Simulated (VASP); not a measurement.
Input of a VASP 6.6.1 run:

The input INCAR:

```
ALGO     = Normal         # electronic algorithm
EDIFF    = 1E-7           # SCF threshold, eV
EDIFFG   = -0.01          # ionic threshold
ENCUT    = 600            # plane-wave cutoff, eV
GGA      = PS             # functional
IBRION   = 2              # ionic algorithm
ISIF     = 3              # what is computed and relaxed
ISMEAR   = 1              # smearing method
LASPH    = T              # aspherical terms in the spheres
LCHARG   = F              # write CHGCAR
LREAL    = F              # projectors in reciprocal space
LWAVE    = F              # write WAVECAR
NELM     = 60             # most SCF steps
NSW      = 80             # ionic steps
PREC     = Accurate       # precision mode
SIGMA    = 0.05           # smearing width, eV
```

File KPOINTS:

```
k-points
0
Gamma
  16 16 9
```

The input POSCAR:

```
Ti
1.0
    2.9200000000      0.0000000000      0.0000000000
   -1.4600000000      2.5287941791      0.0000000000
    0.0000000000      0.0000000000      4.7683600000
Ti
2
Direct
    0.3333333333      0.6666666667      0.2500000000
    0.6666666667      0.3333333333      0.7500000000
```

Potentials or basis: VASP PAW PBE potentials, release 64 (Ti_sv).

Launch:

```bash
$ cat potpaw_PBE.64/Ti_sv/POTCAR > POTCAR
$ mpirun -np 1 vasp_std > vasp.out
```

**Question.** What does it give for the band gap on the k mesh?

**Answer.** Zero (band 12 reaches 9.44 eV, above the bottom of band 13 at 8.34 eV).

**Question.** What does it give for the space group after relaxing (to 0.05 Å)?

**Answer.** P6_3/mmc (No. 194).

The path:
| step | energy change (eV) | largest force (eV/Å) | pressure (GPa) | volume (Å³) |
| --- | --- | --- | --- | --- |
| 1 | 0.0000 | 0.0000 | -5.81 | 35.21 |
| 2 | -0.0217 | 0.0000 | 5.07 | 32.05 |
| 3 | -0.0391 | 0.0000 | 0.29 | 33.27 |
| 4 | -0.0424 | 0.0000 | 0.10 | 33.31 |
| 5 | -0.0433 | 0.0000 | 0.04 | 33.34 |
| 6 | -0.0434 | 0.0000 | 0.02 | 33.35 |

Caveat: the PAW data sets were made with another functional, which shifts forces and pressure a little.
